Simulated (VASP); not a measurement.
# GeCClO2 (C2/m) in VASP: single point with r2SCAN

Aim: the single point of GeCClO2 with r2SCAN.

Everything below comes from runs of VASP 6.6.1. Logs are shortened: lines on timing, memory, paths and dates and some standing lists are left out, and cuts for length are marked.

**1. The cell of the first run**

It takes space group C2/m (No. 12, monoclinic). The conventional cell has a = 5.665 Å, b = 5.599 Å, c = 8.983 Å, α = 90.00°, β = 95.23°, γ = 90.00°. Within 1.6 Å of C (site symmetry 2) lie 2 O at 1.21 Å and 1 C at 1.49 Å. Cl (site symmetry m) has 5 Ge at 2.90 to 3.06 Å and 4 O at 3.07 to 3.19 Å and 4 Cl at 3.49 to 3.60 Å and 2 C at 3.62 Å within 3.8 Å. Within 1.6 Å of O (site symmetry 1) lie 1 C at 1.21 Å. Within 3.2 Å of Ge (site symmetry m) lie 4 O at 2.39 to 2.58 Å and 5 Cl at 2.90 to 3.06 Å and 2 C at 3.14 Å.

**2. Single point, r2SCAN**

POSCAR

```
GeCClO2
1.0
    2.8325090000      2.7992780000      0.0000000000
    2.8325090000     -2.7992780000      0.0000000000
    0.8191870000      0.0000000000     -8.9459720000
C Cl O Ge
2 2 4 2
Direct
    0.6330000000      0.3670000000      0.5000000000
    0.3670000000      0.6330000000      0.5000000000
    0.2730000000      0.2730000000      0.8811000000
    0.7270000000      0.7270000000      0.1189000000
    0.7880000000      0.3280000000      0.6109000000
    0.6720000000      0.2120000000      0.3891000000
    0.2120000000      0.6720000000      0.3891000000
    0.3280000000      0.7880000000      0.6109000000
    0.7732000000      0.7732000000      0.7770000000
    0.2268000000      0.2268000000      0.2230000000
```

INCAR.step1

```
  PREC = Accurate
  ENCUT = 520
  ISMEAR = -1
  SIGMA = 0.1
  LREAL = F
  LASPH = T
  NELM = 80
  NBANDS = 48
  NELECT = 73.0
  GGA = PE
  ALGO = Normal
  EDIFF = 1E-4
  LWAVE = T
  LCHARG = F
```

INCAR.step2

```
  PREC = Accurate
  ENCUT = 520
  EDIFF = 1E-6
  ISMEAR = -1
  SIGMA = 0.1
  LREAL = F
  LASPH = T
  NELM = 80
  ALGO = Normal
  ISIF = 2
  LWAVE = F
  LCHARG = T
  METAGGA = R2SCAN
  LMIXTAU = T
  LELF = T
  LVHAR = T
  NBANDS = 48
  NELECT = 73.0
  ISTART = 1
```

KPOINTS

```
regular mesh
0
Gamma
  5 5 2
```

Potentials or basis: VASP PAW PBE potentials, release 64 (C, Cl, O, Ge_d).

Command:

```console
> cat potpaw_PBE.64/C/POTCAR potpaw_PBE.64/Cl/POTCAR potpaw_PBE.64/O/POTCAR potpaw_PBE.64/Ge_d/POTCAR > POTCAR
> cp INCAR.step1 INCAR
> mpirun -np 1 vasp_std > vasp.out
> cp INCAR.step2 INCAR
> mpirun -np 1 vasp_std > vasp.out
```

OUTCAR:

```text
PREC = Accurate
   ENCUT = 520
   EDIFF = 1E-6
   ISMEAR = -1
   LREAL = F
   LASPH = T
   NELM = 80
   ISIF = 2
   METAGGA = R2SCAN
   NELECT = 73.0
   ISTART = 1

 ion  position               nearest neighbor table
   1  0.633  0.367  0.500-   5 1.21   6 1.21   2 1.49
   2  0.367  0.633  0.500-   7 1.21   8 1.21   1 1.49
   3  0.273  0.273  0.881-
   4  0.727  0.727  0.119-
   5  0.788  0.328  0.611-   1 1.21   9 2.39
   6  0.672  0.212  0.389-   1 1.21  10 2.39
   7  0.212  0.672  0.389-   2 1.21  10 2.39
   8  0.328  0.788  0.611-   2 1.21   9 2.39
   9  0.773  0.773  0.777-   5 2.39   8 2.39
  10  0.227  0.227  0.223-   6 2.39   7 2.39

  LATTYP: Found a base centered monoclinic cell.
 ALAT       =     5.6650180000
 B/A-ratio  =     0.9882679984
 C/A-ratio  =     1.5857673142
 COS(beta)  =    -0.0911889669

  Lattice vectors:

 A1 = (  -2.8325090000,  -2.7992780000,   0.0000000000)
 A2 = (  -2.8325090000,   2.7992780000,   0.0000000000)
 A3 = (   0.8191870000,   0.0000000000,  -8.9459720000)

Analysis of symmetry for initial positions (statically):
=====================================================================
 Subroutine PRICEL returns:
 Original cell was already a primitive cell.

 Routine SETGRP: Setting up the symmetry group for a
 base centered monoclinic supercell.

 Subroutine GETGRP returns: Found  4 space group operations
 (whereof  4 operations were pure point group operations)
 out of a pool of  4 trial point group operations.

The static configuration has the point symmetry C_2h.

Analysis of symmetry for dynamics (positions and initial velocities):
=====================================================================
 Subroutine PRICEL returns:
 Original cell was already a primitive cell.

 Routine SETGRP: Setting up the symmetry group for a
 base centered monoclinic supercell.

 Subroutine GETGRP returns: Found  4 space group operations
 (whereof  4 operations were pure point group operations)
 out of a pool of  4 trial point group operations.

The dynamic configuration has the point symmetry C_2h.

 Subroutine INISYM returns: Found  4 space group operations
 (whereof  4 operations are pure point group operations),
 and found     1 'primitive' translations

----------------------------------------------------------------------------------------

                                     Primitive cell

  volume of cell :     141.8649

  direct lattice vectors                    reciprocal lattice vectors
     2.832509000  2.799278000  0.000000000     0.176521946  0.178617486  0.016164200
     2.832509000 -2.799278000  0.000000000     0.176521946 -0.178617486  0.016164200
     0.819187000  0.000000000 -8.945972000     0.000000000  0.000000000 -0.111782152

  length of vectors
     3.982344103  3.982344103  8.983400379     0.251645555  0.251645555  0.111782152

  position of ions in fractional coordinates (direct lattice)
     0.633000000  0.367000000  0.500000000
     0.367000000  0.633000000  0.500000000
     0.273000000  0.273000000  0.881100000
     0.727000000  0.727000000  0.118900000
     0.788000000  0.328000000  0.610900000
     0.672000000  0.212000000  0.389100000
     0.212000000  0.672000000  0.389100000
     0.328000000  0.788000000  0.610900000
     0.773200000  0.773200000  0.777000000
     0.226800000  0.226800000  0.223000000

  ion indices of the primitive-cell ions
   primitive index   ion index
                 1           1
                 2           2
                 3           3
                 4           4
                 5           5
                 6           6
                 7           7
                 8           8
                 9           9
                10          10

----------------------------------------------------------------------------------------

 KPOINTS: regular mesh

Automatic generation of k-mesh.
 Grid dimensions read from file:
 generate k-points for:    5    5    2

 Generating k-lattice:

  Cartesian coordinates                     Fractional coordinates (reciprocal lattice)
     0.035304389  0.035723497  0.003232840     0.200000000 -0.000000000 -0.000000000
     0.035304389 -0.035723497  0.003232840    -0.000000000  0.200000000 -0.000000000
     0.000000000  0.000000000 -0.055891076     0.000000000  0.000000000  0.500000000

  Length of vectors
     0.050329111  0.050329111  0.055891076

  Shift w.r.t. Gamma in fractional coordinates (k-lattice)
     0.000000000  0.000000000  0.000000000

 Subroutine IBZKPT returns following result:
 ===========================================

 Found     18 irreducible k-points:

 Following reciprocal coordinates:
            Coordinates               Weight
  0.000000  0.000000  0.000000      1.000000
  0.200000  0.000000  0.000000      4.000000
  0.400000  0.000000 -0.000000      4.000000
  0.200000  0.200000 -0.000000      2.000000
  0.400000  0.200000  0.000000      4.000000
 -0.400000  0.200000  0.000000      4.000000
[... 10 lines left out ...]
  0.400000  0.400000  0.500000      2.000000
 -0.400000  0.400000  0.500000      2.000000
   k-points           NKPTS =     18   k-points in BZ     NKDIM =     18   number of bands    NBANDS=     48
   number of dos      NEDOS =    301   number of ions     NIONS =     10
   total plane-waves  NPLWV =  63000
   dimension x,y,z NGX =    30 NGY =   30 NGZ =   70
   dimension x,y,z NGXF=    60 NGYF=   60 NGZF=  140
   ions per type =               2   2   4   2
   NGX,Y,Z   is equivalent  to a cutoff of  12.52, 12.52, 12.95 a.u.
   NGXF,Y,Z  is equivalent  to a cutoff of  25.05, 25.05, 25.91 a.u.
 SYSTEM =  unknown system
   PREC   = accura    normal or accurate (medium, high low for compatibility)
   ISTART =      1    job   : 0-new  1-cont  2-samecut
   ICHARG =      0    charge: 1-file 2-atom 10-const
   ISPIN  =      1    spin polarized calculation?
   LNONCOLLINEAR =      F non collinear calculations
   LSORBIT =      F    spin-orbit coupling
   LASPH  =      T    aspherical Exc in radial PAW
   ENCUT  =  520.0 eV  38.22 Ry    6.18 a.u.   7.40  7.40 16.70*2*pi/ulx,y,z
   NELM   =     80;   NELMIN=  2; NELMDL=  0     # of ELM steps
   EDIFF  = 0.1E-05   stopping-criterion for ELM
   LREAL  =      F    real-space projection
   EDIFFG = 0.1E-04   stopping-criterion for IOM
   NSW    =      0    number of steps for IOM
   IBRION =     -1    ionic relax: 0-MD 1-quasi-New 2-CG
   NFREE  =      0    steps in history (QN), initial steepest desc. (CG)
   ISIF   =      2    stress and relaxation
   ISYM   =      2    0-nonsym 1-usesym 2-fastsym
   POTIM  = 0.5000    time-step for ionic-motion
   TEBEG  =    0.0;   TEEND  =   0.0 temperature during run
   PSTRESS=    0.0 pullay stress
   NELECT =      73.0000    total number of electrons
   NUPDOWN=      -1.0000    fix difference up-down
   EMIN   =  10.00;   EMAX   =-10.00  energy-range for DOS
   EFERMI =   0.00;   METHOD = LEGACY
   ISMEAR =    -1;   SIGMA  =   0.10  broadening in eV -4-tet -1-fermi 0-gaus
   EFERMI_NEDOS =   21; number of points for ismear=-14 and -15
   IALGO  =     38    algorithm
   IMIX   =      4    mixing-type and parameters
     AMIX     =   0.40;   BMIX     =  1.00
     AMIX_MAG =   1.60;   BMIX_MAG =  1.00
  volume/ion in A,a.u.               =      14.19        95.74
  Fermi-wavevector in a.u.,A,eV,Ry     =   1.311870  2.479075 23.415669  1.721003
  Thomas-Fermi vector in A             =   2.442302
   LORBIT       =      0    0 simple, 1 ext, 2 COOP (PROOUT), +10 PAW based schemes
   METAGGA = R2SCAN    functional components
   LHFCALC =     F    Hartree Fock is set to
   AEXX    =    0.0000 exact exchange contribution
   IVDW    =     0    specifies the selected vdW correction
   LEPSILON=     F    determine dielectric tensor
   LRPA    =     F    only Hartree local field effects (RPA)
 non-spin polarized calculation
  energy-cutoff  :      520.00
  volume of cell :      141.86
 maximum number of plane-waves:      3852
 NGX is ok and might be reduce to    30
   NGX = 15   NGY = 15   NGZ = 33

 number of electron      73.0000004 magnetization

 Free energy of the ion-electron system (eV)
  ---------------------------------------------------
  ext. energy  EPLUGINS =         0.00000000
  ---------------------------------------------------
  free energy    TOTEN  =       -93.99621220 eV

  energy without entropy =      -93.85709915  energy(sigma->0) =      -93.92665567

 E-fermi :   1.7107     XC(G=0): -10.5068

 val. band max:        1.6355129461   @ k =   0.4000   0.0000  -0.0000
 cond. band min:       1.7125446461   @ k =   0.2000   0.2000  -0.0000
 fundamental gap:      0.0770316999
 Fermi energy:         1.7106954440

 k-point     1 :       0.0000    0.0000    0.0000
  band No.  band energies     occupation
      1     -22.8908      2.00000
      2     -22.8894      2.00000
      3     -22.8880      2.00000
      4     -22.8868      2.00000
      5     -22.8765      2.00000
      6     -22.8720      2.00000
[... 40 lines left out ...]
     47      12.4435      0.00000
     48      12.4651      0.00000

 k-point     2 :       0.2000    0.0000    0.0000
  band No.  band energies     occupation
      1     -22.8955      2.00000
      2     -22.8895      2.00000
      3     -22.8873      2.00000
      4     -22.8868      2.00000
      5     -22.8752      2.00000
      6     -22.8718      2.00000
[... 40 lines left out ...]
     47      12.5956      0.00000
     48      13.1377      0.00000

 k-point     3 :       0.4000    0.0000   -0.0000
  band No.  band energies     occupation
      1     -22.9011      2.00000
      2     -22.8908      2.00000
      3     -22.8864      2.00000
      4     -22.8863      2.00000
      5     -22.8738      2.00000
      6     -22.8719      2.00000
[... 40 lines left out ...]
     47      12.8769      0.00000
     48      13.3800      0.00000

 k-point     4 :       0.2000    0.2000   -0.0000
  band No.  band energies     occupation
      1     -22.8935      2.00000
      2     -22.8904      2.00000
      3     -22.8885      2.00000
      4     -22.8879      2.00000
      5     -22.8749      2.00000
      6     -22.8714      2.00000
[... 652 lines left out ...]
     47      13.0191      0.00000
     48      13.7054      0.00000

 k-point    17 :       0.4000    0.4000    0.5000
  band No.  band energies     occupation
      1     -22.8982      2.00000
      2     -22.8917      2.00000
      3     -22.8906      2.00000
      4     -22.8881      2.00000
      5     -22.8732      2.00000
      6     -22.8705      2.00000
[... 40 lines left out ...]
     47      12.8595      0.00000
     48      13.8443      0.00000

 k-point    18 :      -0.4000    0.4000    0.5000
  band No.  band energies     occupation
      1     -22.9001      2.00000
      2     -22.8907      2.00000
      3     -22.8907      2.00000
      4     -22.8879      2.00000
      5     -22.8724      2.00000
      6     -22.8705      2.00000
[... 40 lines left out ...]
     47      12.7850      0.00000
     48      13.3298      0.00000

------------------------ aborting loop because EDIFF is reached ----------------------------------------

  FORCE on cell =-STRESS in cart. coord.  units (eV):
  Direction    XX          YY          ZZ          XY          YZ          ZX
  --------------------------------------------------------------------------------------
  -------------------------------------------------------------------------------------
  Total      -10.2041887     -4.7726063      2.6615062      0.0000000      0.0000000     -4.3727129
  in kB     -115.2429063    -53.9003187     30.0582160      0.0000000      0.0000000    -49.3840483
  external PRESSURE =     -46.3616697 kB  Pullay stress =       0.0000000 kB

 VOLUME and BASIS-vectors are now :
 -----------------------------------------------------------------------------
  energy-cutoff  :      520.00
  volume of cell :      141.86
      direct lattice vectors                 reciprocal lattice vectors
     2.832509000  2.799278000  0.000000000     0.176521946  0.178617486  0.016164200
     2.832509000 -2.799278000  0.000000000     0.176521946 -0.178617486  0.016164200
     0.819187000  0.000000000 -8.945972000     0.000000000  0.000000000 -0.111782152

 POSITION                                       TOTAL-FORCE (eV/Angst)
 -----------------------------------------------------------------------------------
      3.24210      0.74461     -4.47299         0.000000     -0.472737      0.000000
      3.24210     -0.74461     -4.47299         0.000000      0.472737      0.000000
      2.26834      0.00000     -7.88230         0.048995      0.000000     -0.043766
      4.21587      0.00000     -1.06368        -0.048995      0.000000      0.043766
      3.66152      1.28767     -5.46509         1.833627      1.696936     -3.944969
      2.82268      1.28767     -3.48088        -1.833627      1.696936      3.944969
      2.82268     -1.28767     -3.48088        -1.833627     -1.696936      3.944969
      3.66152     -1.28767     -5.46509         1.833627     -1.696936     -3.944969
      5.01670      0.00000     -6.95102        -0.703392      0.000000      0.347076
      1.46750      0.00000     -1.99495         0.703392      0.000000     -0.347076
 -----------------------------------------------------------------------------------
    total drift:                                0.000000      0.000000     -0.000000

  FREE ENERGIE OF THE ION-ELECTRON SYSTEM (eV)
  ---------------------------------------------------
  free  energy   TOTEN  =       -93.9962121990 eV

  energy  without entropy=      -93.8570991503  energy(sigma->0) =      -93.92665567
```

Run time: 3.4 min. Hardware: 1 thread of Intel Xeon 6975P-C (Granite Rapids), shared host; peak memory 0.31 GiB.

Results:

| Item | Value |
| --- | --- |
| Free energy | -93.9962 eV |
| Largest force | 4.670 eV/Å |

Forces on the atoms (eV/Å):
```
C    0.000 -0.473  0.000
C    0.000  0.473  0.000
Cl   0.049  0.000 -0.044
Cl  -0.049  0.000  0.044
O    1.834  1.697 -3.945
O   -1.834  1.697  3.945
O   -1.834 -1.697  3.945
O    1.834 -1.697 -3.945
Ge  -0.703  0.000  0.347
Ge   0.703  0.000 -0.347
```

Levels at points of the mesh, in eV from the Fermi level:
```csv
k point,band 35,band 36,band 37,band 38,band 39,band 40
"(0.00, 0.00, 0.00)",-0.91,-0.89,-0.15,3.44,4.46,4.47
"(0.00, 0.00, 0.50)",-0.82,-0.66,-0.16,3.47,4.06,4.73
```

Caveat: the cell carries a net charge on a neutralising background, which shifts energy and pressure; the cell is charged against a uniform background, so pressure and absolute levels hang on convention; the PAW data sets were made with another functional, which shifts forces and pressure a little; an odd number of electrons without spin polarisation forces a metal; a magnetic or distorted state may lie lower.
